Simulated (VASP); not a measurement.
Set up this calculation in VASP 6.6.1, as the native input.

```
Task                   : single point
Functional             : LDA
Potentials or basis    : VASP PAW LDA potentials, release 64 (Ti_sv, N_h)
Cutoff                 : 1330 eV
k mesh                 : 14 × 14 × 14
Occupations            : gaussian, width 0.1 eV
Spin                   : no spin polarisation
Dipole correction      : no
Further INCAR settings : ALGO = Normal; EDIFF = 1e-06; NBANDS = 16
```

The structure of TiN lies in POSCAR:

```
TiN
1.0
    0.0000000000      2.0859707932      2.0859707932
    2.0859707932      0.0000000000      2.0859707932
    2.0859707932      2.0859707932      0.0000000000
Ti N
1 1
Direct
    0.0000000000      0.0000000000      0.0000000000
    0.5000000000      0.5000000000      0.5000000000
```

One way to write it, as run:

INCAR

```
SYSTEM = TiN
ALGO = Normal
EDIFF = 1E-6
ENCUT = 1330
GGA = CA
GGA_COMPAT = .FALSE.
ISIF = 2
ISMEAR = 0
LASPH = .TRUE.
LCHARG = .FALSE.
LREAL = .FALSE.
LWAVE = .FALSE.
NBANDS = 16
NELM = 120
PREC = Accurate
SIGMA = 0.1
```

KPOINTS

```
k-points
0
G
  14 14 14
  0 0 0
```

Potentials or basis: VASP PAW LDA potentials, release 64 (Ti_sv, N_h).

Command:

```console
$ cat potpaw_LDA.64/Ti_sv/POTCAR potpaw_LDA.64/N_h/POTCAR > POTCAR
$ mpirun -np 1 vasp_std > vasp.out
```

It gave:

| Property | Result |
| --- | --- |
| Pressure | 0.9 GPa |
| Band gap on the k mesh | zero (an odd number of electrons rules out a gap without spin polarisation) |

Caveat: an odd number of electrons without spin polarisation forces a metal; a magnetic or distorted state may lie lower.

Wall time 100 s on 1 thread of Intel(R) Xeon(R) Platinum 8259CL CPU @ 2.50GHz (Skylake/Cascade Lake) (shared host), peak memory 0.26 GiB.
